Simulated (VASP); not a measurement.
Input of a VASP 6.6.1 run:

INCAR

```
SYSTEM = TiSi2
PREC     = Accurate       ! precision mode
ENCUT    = 520            ! plane-wave cutoff, eV
EDIFF    = 1E-7           ! SCF threshold, eV
ISMEAR   = -1             ! smearing method
SIGMA    = 0.05           ! smearing width, eV
LREAL    = .False.        ! projectors in reciprocal space
LASPH    = .True.         ! aspherical terms in the spheres
NELM     = 100            ! most SCF steps
ALGO     = Normal         ! electronic algorithm
ISIF     = 2              ! what is computed and relaxed
LWAVE    = .False.        ! write WAVECAR
LCHARG   = .False.        ! write CHGCAR
GGA      = PE             ! functional
NBANDS   = 29             ! bands
```

Contents of KPOINTS:

```
regular mesh
0
Gamma
  8 8 8
  0 0 0
```

Contents of POSCAR:

```
TiSi2
1.0
    1.7651050250     -6.7592815350      0.0000000000
    1.7651050250      6.7592815350      0.0000000000
    0.0000000000      0.0000000000      3.5651739700
Ti Si
2 4
Direct
    0.1031180800      0.8968819200      0.2500000000
    0.8968819200      0.1031180800      0.7500000000
    0.7503148200      0.2496851800      0.2500000000
    0.2496851800      0.7503148200      0.7500000000
    0.4417485500      0.5582514500      0.2500000000
    0.5582514500      0.4417485500      0.7500000000
```

Potentials or basis: VASP PAW PBE potentials, release 64 (Ti_sv, Si).

Launch:

```sh
$ cat potpaw_PBE.64/Ti_sv/POTCAR potpaw_PBE.64/Si/POTCAR > POTCAR
$ mpirun -np 1 vasp_std > vasp.out
```

Question: What does it give for the largest force?

Answer: 0.181 eV/Å.

Question: Predict the pressure.

Answer: 1.8 GPa.

Question: Predict the band gap on the k mesh.

Answer: Zero (band 20 reaches 11.02 eV, above the bottom of band 21 at 10.01 eV).

Forces in eV/Å, atoms in the order of the input:
```
Ti   0.000  0.002  0.000
Ti   0.000 -0.002  0.000
Si   0.000 -0.011  0.000
Si   0.000  0.011  0.000
Si   0.000  0.181  0.000
Si   0.000 -0.181  0.000
```
